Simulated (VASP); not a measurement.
Runs of VASP 6.6.1 on Cr. The structure is that of space group Im-3m (No. 229), or close to it. The cells are those of the table. 

| task | cell | cutoff (eV) | gap on the mesh (eV) | pressure (GPa) |
| --- | --- | --- | --- | --- |
| single point | a = 2.800, b = 2.800, c = 2.821 Å, 2 atoms | 520 | none | 1.6 |
| single point | a = 2.828, b = 2.828, c = 2.806 Å, 2 atoms | 520 | none | -2.6 |
| single point | a = 2.814 Å, 2 atoms | 520 | none | (a) |
| relaxation of volume and atoms at fixed shape | relaxed from a = 2.884 Å, 2 atoms | 600 | none | -0.1 |
| single point | a = 2.800, b = 2.800, c = 2.822 Å, 2 atoms | 520 | none | 1.5 |

Alike in all rows: level PBEsol; potentials or basis VASP PAW PBE potentials, release 64 (Cr_pv); no spin polarisation; k mesh 18 × 18 × 18; smearing methfessel-paxton 0.1 eV.

Question: Fill in the values left out.

Answer: (a) -0.6.

Caveats: the PAW data sets were made with another functional, which shifts forces and pressure a little; the run has no spin polarisation, though such a crystal can be magnetic.

A gap of «none» marks levels without a gap at the run's occupations.
